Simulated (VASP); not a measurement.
**SnTe3: relaxation of cell and atoms with PBE**

Crystal: SnTe3.

```
CELL_PARAMETERS angstrom
0.00000 3.86773 3.86773
3.86773 0.00000 3.86773
3.86773 3.86773 0.00000
ATOMIC_POSITIONS crystal
Sn 0.00000 0.00000 0.00000
Te 0.50000 0.50000 0.50000
Te 0.25000 0.25000 0.25000
Te 0.75000 0.75000 0.75000
```

```yaml
Program: VASP 6.6.1
Task: relaxation of cell and atoms
Functional: PBE
Potentials_or_basis: VASP PAW PBE potentials, release 64 (Sn_d, Te)
Cutoff: 600 eV
k_mesh: 5 × 5 × 5
Occupations: fermi-dirac, width 0.02 eV
Spin: no spin polarisation
Dipole_correction: no
Further_INCAR_settings: ALGO = Normal; EDIFF = 1e-06; IBRION = 2; EDIFFG = -0.02; NSW = 80; ISIF = 3
```

| Property | Result |
| --- | --- |
| Pressure after relaxing | 0.0 GPa |

Final structure:
```
Sn Te
1.0
     0.00000    3.86773    3.86773
     3.86773    0.00000    3.86773
     3.86773    3.86773    0.00000
Sn Te
1 3
Direct
  0.00000 0.00000 0.00000
  0.50000 0.50000 0.50000
  0.25000 0.25000 0.25000
  0.75000 0.75000 0.75000
```

Levels at points of the mesh, in eV from the Fermi level:
| k point | band 12 | band 13 | band 14 | band 15 | band 16 | band 17 | band 18 | band 19 | band 20 |
| --- | --- | --- | --- | --- | --- | --- | --- | --- | --- |
| (0.00, 0.00, 0.00) | -3.10 | -3.05 | -3.05 | -3.05 | -1.65 | -1.65 | -1.65 | 3.29 | 3.29 |

It took 46 s on 1 thread of Intel(R) Xeon(R) Platinum 8259CL CPU @ 2.50GHz (Skylake/Cascade Lake), on a shared host, peak memory 0.31 GiB.

Caveat: the relaxation stopped at its first step, so nothing moved; this odd mesh misses L, where the gap lies, so gap, dielectric constants and Born charges aren't listed; spin-orbit coupling is left out, which moves the levels of the heavy elements.
